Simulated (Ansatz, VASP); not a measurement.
## CdTe in VASP and in Ansatz

The input POSCAR:

```
CdTe
1.0
    0.0000000000      3.0044960191      3.0044960191
    3.0044960191      0.0000000000      3.0044960191
    3.0044960191      3.0044960191      0.0000000000
Cd Te
1 1
Direct
    0.0000000000      0.0000000000      0.0000000000
    0.5000000000      0.5000000000      0.5000000000
```

INCAR.step1

```
PREC = Accurate
ENCUT = 520
ISMEAR = -1
SIGMA = 0.03
LREAL = F
LASPH = T
NELM = 80
NBANDS = 16
GGA = PE
ALGO = Normal
EDIFF = 1E-4
LWAVE = T
LCHARG = F
```

The input INCAR.step2:

```
PREC = Accurate
ENCUT = 520
EDIFF = 1E-8
ISMEAR = -1
SIGMA = 0.03
LREAL = F
LASPH = T
NELM = 80
ALGO = Normal
ISIF = 2
LWAVE = F
LCHARG = F
METAGGA = R2SCAN
LMIXTAU = T
LEFG = T
NBANDS = 16
ISTART = 1
```

File KPOINTS:

```
Automatic mesh
0
Gamma
  10 10 10
```

Input for Ansatz:

```yaml
crystal:
  lattice:
    - [0.0, 3.0044960191, 3.0044960191]
    - [3.0044960191, 0.0, 3.0044960191]
    - [3.0044960191, 3.0044960191, 0.0]
  atoms:
    - { symbol: Cd, position: [0.0, 0.0, 0.0] }
    - { symbol: Te, position: [0.5, 0.5, 0.5] }
kpoints:
  mp_grid: { grid: [10, 10, 10] }
scf:
  occupations: { method: fermi_dirac, width: 0.03 }
hamiltonian:
  xc: r2scan
  pseudopotentials: { kind: paw }
output:
  forces: true
  stress: true
  eigenvalues: true
  efg: { contact_densities: true }
```

Change from the starting cell: volume scaled by 0.9405, PAW files.

Alike in both runs: task electric field gradients; functional r2SCAN; k mesh 10 × 10 × 10; occupations fermi-dirac, width 0.03 eV; no spin polarisation.

|  | VASP | Ansatz |
| --- | --- | --- |
| version | VASP 6.6.1 | Ansatz 0.2.0 |
| potentials or method | VASP PAW PBE potentials, release 64 (Cd, Te) | PAW with Ansatz's default frozen-core files, scalar-relativistic |
| plane-wave cutoff (eV) | 520 | 500 |
| valence electrons in the cell | 18 | 36 |

|  | VASP | Ansatz | Ansatz less VASP |
| --- | --- | --- | --- |
| pressure (GPa) | 2.3 | 2.1 | -0.24 |

VASP's potentials were made for PBE, not for r2SCAN. VASP's potentials hold 18 valence electrons a cell and Ansatz's 36, so a difference there can come from the potentials and not from the codes.

Spin-orbit coupling is off throughout.
